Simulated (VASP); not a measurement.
# EuO: single point with PBE

Crystal: EuO.

```xyz
2
Lattice="0.0000 2.4247 2.4247 2.4247 0.0000 2.4247 2.4247 2.4247 0.0000" Properties=species:S:1:pos:R:3 pbc="T T T"
Eu    0.0000    0.0000    0.0000
O     2.4247    2.4247    2.4247
```

* Program: VASP 6.6.1
* Task: single point
* Functional: PBE
* Potentials or basis: VASP PAW PBE potentials, release 64 (Eu, O)
* Cutoff: 600 eV
* k mesh: 12 × 12 × 12
* Occupations: gaussian, width 0.05 eV
* Spin: collinear spin, ferromagnetic start
* Starting moments: [7.15, 0.0] μB
* Dipole correction: no
* Further INCAR settings: ALGO = Normal; EDIFF = 1e-06; NBANDS = 22

* Pressure: 17.7 GPa
* Net moment: 6.88 μB per cell
* Site moments: Eu +6.53; O -0.10 μB
* Valence electrons inside the program's atomic spheres: Eu 14.93; O 5.02

Levels at points of the mesh, in eV from the Fermi level:
Spin up:
| k point | band 11 | band 12 | band 13 | band 14 | band 15 | band 16 | band 17 | band 18 | band 19 | band 20 |
| --- | --- | --- | --- | --- | --- | --- | --- | --- | --- | --- |
| (0.00, 0.00, 0.00) | -0.29 | -0.29 | 0.15 | 0.15 | 0.15 | 0.52 | 1.54 | 1.54 | 1.54 | 4.21 |
| (0.50, 0.00, 0.00) | -0.63 | -0.35 | -0.35 | -0.32 | -0.28 | 2.60 | 4.98 | 4.98 | 5.95 | 9.08 |
| (0.50, 0.50, 0.00) | -0.50 | -0.46 | -0.46 | -0.35 | 0.01 | 0.01 | 4.43 | 6.52 | 7.70 | 7.70 |
Spin down:
```
           k point  band 5  band 6  band 7  band 8  band 9  band 10  band 11  band 12
(0.00, 0.00, 0.00)  -17.38   -4.24   -4.24   -4.24    1.71     2.69     2.69     2.69
(0.50, 0.00, 0.00)  -15.94   -6.52   -5.65   -5.65    3.44     3.56     3.95     3.95
(0.50, 0.50, 0.00)  -18.08   -3.98   -3.98   -3.76   -0.81     4.05     4.09     4.26
```

Run time: 2.4 min on 1 thread of Intel(R) Xeon(R) Platinum 8375C CPU @ 2.90GHz (Ice Lake) (shared host), peak memory 0.25 GiB.

Caveat: the cell stands under pressure; spin-orbit coupling is left out, which moves the levels of the heavy elements; a cell with one magnetic atom can't hold antiferromagnetic order, which such compounds often take; semilocal functionals describe open f shells poorly, which spoils levels, moments and volumes. With open d or f shells a metallic result of PBE can be an artefact of self-interaction; +U or a hybrid may open a gap.
